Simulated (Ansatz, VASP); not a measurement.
**BN in VASP and in Ansatz**

The input POSCAR:

```
BN
1.0
    2.5479975837      0.0000000000      0.0000000000
   -1.2739987919      2.2066306362      0.0000000000
    0.0000000000      0.0000000000      8.3753606070
B N
4 4
Direct
    0.0000000000      0.0000000000      0.0003894310
    0.3333333333      0.6666666667      0.2496892038
    0.0000000000      0.0000000000      0.5003894310
    0.6666666667      0.3333333333      0.7496892038
    0.0000000000      0.0000000000      0.1869898389
    0.3333333333      0.6666666667      0.4379315264
    0.0000000000      0.0000000000      0.6869898389
    0.6666666667      0.3333333333      0.9379315264
```

File INCAR.step1:

```
PREC = Accurate
ENCUT = 910
ISMEAR = 0
SIGMA = 0.01
LREAL = F
LASPH = T
NELM = 120
NBANDS = 26
GGA = PE
ALGO = Normal
EDIFF = 1E-5
LWAVE = T
LCHARG = F
GGA_COMPAT = F
```

Contents of INCAR.step2:

```
PREC = Accurate
ENCUT = 910
EDIFF = 1E-6
ISMEAR = 0
SIGMA = 0.01
LREAL = F
LASPH = T
NELM = 120
ALGO = Normal
ISIF = 2
LWAVE = F
LCHARG = F
METAGGA = R2SCAN
LMIXTAU = T
NBANDS = 26
ISTART = 1
GGA_COMPAT = F
```

Contents of KPOINTS:

```
regular mesh
0
Gamma
  12 12 4
```

Input for Ansatz:

```yaml
crystal:
  lattice:
    - [2.5479975837, 0.0, 0.0]
    - [-1.2739987919, 2.2066306362, 0.0]
    - [0.0, 0.0, 8.375360607]
  atoms:
    - { symbol: B, position: [0.0, 0.0, 0.000389431] }
    - { symbol: B, position: [0.3333333333, 0.6666666667, 0.2496892038] }
    - { symbol: B, position: [0.0, 0.0, 0.500389431] }
    - { symbol: B, position: [0.6666666667, 0.3333333333, 0.7496892038] }
    - { symbol: "N", position: [0.0, 0.0, 0.1869898389] }
    - { symbol: "N", position: [0.3333333333, 0.6666666667, 0.4379315264] }
    - { symbol: "N", position: [0.0, 0.0, 0.6869898389] }
    - { symbol: "N", position: [0.6666666667, 0.3333333333, 0.9379315264] }
kpoints:
  mp_grid: { grid: [12, 12, 4] }
  band_path:
    path:
      - [0.0, 0.0, 0.0]
      - [0.5, 0.0, 0.0]
      - [0.3333333333, 0.3333333333, 0.0]
      - [0.0, 0.0, 0.5]
      - [0.5, 0.0, 0.5]
      - [0.3333333333, 0.3333333333, 0.5]
      - [0.0, 0.5, 0.0]
    npoints: 1
hamiltonian:
  xc: r2scan
scf:
  occupations: { method: fixed }
  n_extra_bands: 6
output:
  forces: true
  stress: true
  eigenvalues: true
```

Alike in both runs: task single point; functional r2SCAN; k mesh 12 × 12 × 4; no spin polarisation.

|  | VASP | Ansatz |
| --- | --- | --- |
| version | VASP 6.6.1 | Ansatz 0.2.0 |
| potentials or method | VASP PAW PBE potentials, release 64 (B_h, N_h) | plane waves, PAW |
| plane-wave cutoff (eV) | 910 | 500 |
| occupations | gaussian, width 0.01 eV | fixed |
| valence electrons in the cell | 32 | 32 |

|  | VASP | Ansatz | Ansatz less VASP |
| --- | --- | --- | --- |
| gap on the k mesh at the Fermi level (eV) | 6.07 | 6.08 | +0.005 |

VASP's potentials were made for PBE, not for r2SCAN.

Noted on VASP's run: the cutoff is short for stress, so the pressure is rough.
